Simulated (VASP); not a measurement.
Here is a VASP 6.6.1 calculation.

The input INCAR:

```
ALGO     = Normal         # electronic algorithm
EDIFF    = 1E-7           # SCF threshold, eV
EDIFFG   = -0.04          # ionic threshold
ENCUT    = 600            # plane-wave cutoff, eV
GGA      = PE             # functional
IBRION   = 2              # ionic algorithm
ISIF     = 3              # what is computed and relaxed
ISMEAR   = 0              # smearing method
IVDW     = 12             # dispersion correction
LASPH    = True           # aspherical terms in the spheres
LCHARG   = False          # write CHGCAR
LREAL    = False          # projectors in reciprocal space
LWAVE    = False          # write WAVECAR
NELM     = 100            # most SCF steps
NSW      = 90             # ionic steps
PREC     = Accurate       # precision mode
SIGMA    = 0.1            # smearing width, eV
```

KPOINTS

```
k-points
0
Gamma
  6 6 4
```

POSCAR

```
KGe2
1.0
    2.0476907667     -3.9973258497      0.0000000000
    2.0476907667      3.9973258497      0.0000000000
    0.0000000000      0.0000000000      5.1964019507
K Ge
1 2
Direct
    0.0000000000      0.0000000000      0.0000000000
    0.6594633125      0.3405366875      0.5000000000
    0.3405366875      0.6594633125      0.5000000000
```

Potentials or basis: VASP PAW PBE potentials, release 64 (K_sv, Ge_d).

Run with:

```console
$ cat potpaw_PBE.64/K_sv/POTCAR potpaw_PBE.64/Ge_d/POTCAR > POTCAR
$ mpirun -np 1 vasp_std > vasp.out
```

(1) What does it give for the relaxed cell?

(2) What does it give for the relaxed volume?

(3) Predict the dispersion energy per atom.

(4) Estimate the space group after relaxing (to 0.05 Å).

Answers

(1) a = 4.426 Å, b = 4.426 Å, c = 5.231 Å, α = 90.00°, β = 90.00°, γ = 124.41°.

(2) 28.17 Å³/atom.

(3) -0.248 eV.

(4) Cmmm (No. 65).

Caveat: pairwise dispersion overbinds metals, which lowers pressure and volume.
